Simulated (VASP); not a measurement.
Here is a VASP 6.6.1 calculation.

The input INCAR:

```
ALGO = Normal ; EDIFF = 1E-7
ENCUT = 520 ; GGA = PS
ISIF = 2 ; ISMEAR = -1
LASPH = T ; LCHARG = F
LREAL = F ; LWAVE = F
NBANDS = 16 ; NELM = 80
PREC = Accurate ; SIGMA = 0.05
```

The input KPOINTS:

```
k-points
0
Gamma
  12 12 4
```

File POSCAR:

```
BN
1.0
    2.4948804326      0.0000000000      0.0000000000
   -1.2474402163      2.1606298341      0.0000000000
    0.0000000000      0.0000000000      6.0309748417
N B
2 2
Direct
    0.6666666667      0.3333333333      0.2500000000
    0.3333333333      0.6666666667      0.7500000000
    0.6666666667      0.3333333333      0.7500000000
    0.3333333333      0.6666666667      0.2500000000
```

Potentials or basis: VASP PAW PBE potentials, release 64 (N, B).

Launch:

```bash
$ cat potpaw_PBE.64/N/POTCAR potpaw_PBE.64/B/POTCAR > POTCAR
$ mpirun -np 1 vasp_std > vasp.out
```

**Question.** Estimate the pressure.

**Answer.** 5.4 GPa.

**Question.** What does it give for the band gap on the k mesh?

**Answer.** 3.99 eV, indirect (least direct gap 4.30 eV).

Stress tensor (GPa, compression positive):
```
5.62 0.00 0.00
0.00 5.62 0.00
0.00 0.00 4.83
```

Caveat: the PAW data sets were made with another functional, which shifts forces and pressure a little; this functional lacks dispersion, which binds the layers, so the pressure and a relaxed spacing across them are unreliable. As with any semilocal functional, this PBEsol gap is likely too small.
